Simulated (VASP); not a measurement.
Write the native input for VASP 6.6.1 that does the following.

| Item | Value |
| --- | --- |
| Task | single point |
| Functional | r2SCAN |
| Potentials or basis | VASP PAW PBE potentials, release 64 (Ru_sv) |
| Cutoff | 660 eV |
| k mesh | 9 × 9 × 4 |
| Occupations | gaussian, width 0.1 eV |
| Spin | no spin polarisation |
| Dipole correction | no |
| Further INCAR settings | ALGO = Normal; EDIFF = 1e-06; NBANDS = 23 |

The system is Ru.

```
Ru
1.0
     2.70783    0.00000    0.00000
    -1.35391    2.34505    0.00000
     0.00000    0.00000    4.26810
Ru
2
Direct
  0.33333 0.66667 0.25000
  0.66667 0.33333 0.75000
```

One way to write it, as run:

POSCAR

```
Ru
1.0
    2.7078263400      0.0000000000      0.0000000000
   -1.3539131700      2.3450464000      0.0000000000
    0.0000000000      0.0000000000      4.2681017800
Ru
2
Direct
    0.3333333300      0.6666666700      0.2500000000
    0.6666666700      0.3333333300      0.7500000000
```

INCAR.step1

```
SYSTEM = Ru
PREC = Accurate
ENCUT = 660
ISMEAR = 0
SIGMA = 0.1
LREAL = .False.
LASPH = .True.
NELM = 120
NBANDS = 23
GGA = PE
ALGO = Normal
EDIFF = 1E-5
LWAVE = .True.
LCHARG = .False.
GGA_COMPAT = .False.
```

INCAR.step2

```
SYSTEM = Ru
PREC = Accurate
ENCUT = 660
EDIFF = 1E-6
ISMEAR = 0
SIGMA = 0.1
LREAL = .False.
LASPH = .True.
NELM = 120
ALGO = Normal
ISIF = 2
LWAVE = .False.
LCHARG = .False.
METAGGA = R2SCAN
LMIXTAU = .True.
NBANDS = 23
ISTART = 1
GGA_COMPAT = .False.
```

KPOINTS

```
regular mesh
0
Gamma
  9 9 4
  0 0 0
```

Potentials or basis: VASP PAW PBE potentials, release 64 (Ru_sv).

Launch:

```console
$ cat potpaw_PBE.64/Ru_sv/POTCAR > POTCAR
$ cp INCAR.step1 INCAR
$ mpirun -np 1 vasp_std > vasp.out
$ cp INCAR.step2 INCAR
$ mpirun -np 1 vasp_std > vasp.out
```

It gave:

```
Pressure               : -1.1 GPa
Band gap on the k mesh : zero (bands 16 and 17 overlap by 3.17 eV)
```

Caveat: the k points lie up to 0.37 Å⁻¹ apart, too coarse for converged energies and pressures of a metal; the PAW data sets were made with another functional, which shifts forces and pressure a little.

It took 78 s on 1 thread of AMD EPYC 7R13 Processor (Zen 3) (shared host), peak memory 0.14 GiB.
